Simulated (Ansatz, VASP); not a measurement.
## One calculation of Cd, two programs

Contents of INCAR:

```
PREC = Accurate
ENCUT = 520
EDIFF = 1E-6
ISMEAR = 0
SIGMA = 0.15
LREAL = F
LASPH = T
NELM = 80
ALGO = Normal
ISIF = 2
LWAVE = F
LCHARG = F
GGA = PE
NBANDS = 12
```

KPOINTS

```
regular mesh
0
Gamma
  18 18 18
```

POSCAR

```
Cd
1.0
    0.0000000000      2.2935230505      2.2935230505
    2.2935230505      0.0000000000      2.2935230505
    2.2935230505      2.2935230505      0.0000000000
Cd
1
Direct
    0.0000000000      0.0000000000      0.0000000000
```

Input for Ansatz:

```yaml
crystal:
  lattice:
    - [0.0, 2.2935230505, 2.2935230505]
    - [2.2935230505, 0.0, 2.2935230505]
    - [2.2935230505, 2.2935230505, 0.0]
  atoms:
    - { symbol: Cd, position: [0.0, 0.0, 0.0] }
basis:
  ecutwfc: 420
kpoints:
  mp_grid: { grid: [18, 18, 18] }
hamiltonian:
  xc: pbe
scf:
  occupations: { method: gaussian, width: 0.15 }
output:
  forces: true
  stress: true
  eigenvalues: true
```

Alike in both runs: task single point; functional PBE; k mesh 18 × 18 × 18; occupations gaussian, width 0.15 eV; no spin polarisation.

|  | VASP | Ansatz |
| --- | --- | --- |
| version | VASP 6.6.1 | Ansatz 0.2.0 |
| potentials or method | VASP PAW PBE potentials, release 64 (Cd), cutoff 520 eV | scalar-relativistic, plane waves, PAW |
| valence electrons in the cell | 12 | 20 |

|  | VASP | Ansatz | Ansatz less VASP |
| --- | --- | --- | --- |
| gap on the k mesh at the Fermi level (eV) | none | none | - |
| pressure (GPa) | -1.8 | -2.0 | -0.18 |

A gap of «none» marks a metal or a gap that the smearing closes. VASP's potentials hold 12 valence electrons a cell and Ansatz's 20, so a difference there can come from the potentials and not from the codes.
